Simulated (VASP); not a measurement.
MgAg2F6:

```
Mg Ag F
1.0
     0.00000    4.03360    4.03360
     4.03360    0.00000    4.03360
     4.03360    4.03360    0.00000
Mg Ag F
1 2 6
Cartesian
  0.0000 0.0000 0.0000
  2.0168 2.0168 2.0168
  6.0504 6.0504 6.0504
  1.8139 4.0336 4.0336
  6.2533 4.0336 4.0336
  4.0336 1.8139 4.0336
  4.0336 6.2533 4.0336
  4.0336 4.0336 1.8139
  4.0336 4.0336 6.2533
```

The cell was generated, and may not be a known phase.

```yaml
Program: VASP 6.6.1
Task: relaxation of cell and atoms
Functional: PBE
Potentials_or_basis: VASP PAW PBE potentials, release 64 (Mg, Ag, F)
Cutoff: 600 eV
k_mesh: 4 × 4 × 4
Occupations: gaussian, width 0.1 eV
Spin: collinear spin
Starting_moments: "[0.0, 1.0, 1.0, 0.0, 0.0, 0.0, 0.0, 0.0, 0.0] μB"
```

At the start: pressure 3.2 GPa; volume 14.58 Å³/atom.

Where does the relaxation end?

Over 7 steps the energy falls by 146.9 meV/atom and the volume is 12.29 Å³/atom (-15.7 %); space group Fm-3m (No. 225, to 0.1 Å) before and after; moment 2.00 μB per cell.

The path:
```
step  energy change (eV)  largest force (eV/Å)  pressure (GPa)  volume (Å³)
   1              0.0000                2.2347            3.20       131.25
   2             -0.6784                0.1975           -5.07       136.86
   3             -0.6796                0.2665           -4.80       136.60
   4             -0.9494                0.2394           -4.29       128.90
   5             -1.3053                0.0494            1.59       107.54
   6             -1.3177                0.0702           -0.49       112.12
   7             -1.3217                0.0366            0.11       110.63
```

Final structure:
```
Mg Ag F
1.0
     0.00000    3.81021    3.81021
     3.81021    0.00000    3.81021
     3.81021    3.81021    0.00000
Mg Ag F
1 2 6
Direct
  0.00000 0.00000 0.00000
  0.25000 0.25000 0.25000
  0.75000 0.75000 0.75000
  0.74816 0.25184 0.25184
  0.25184 0.74816 0.74816
  0.25184 0.74816 0.25184
  0.74816 0.25184 0.74816
  0.25184 0.25184 0.74816
  0.74816 0.74816 0.25184
```

Caveat: the volume moved by over 15 % at a fixed basis, so the end points are rough.
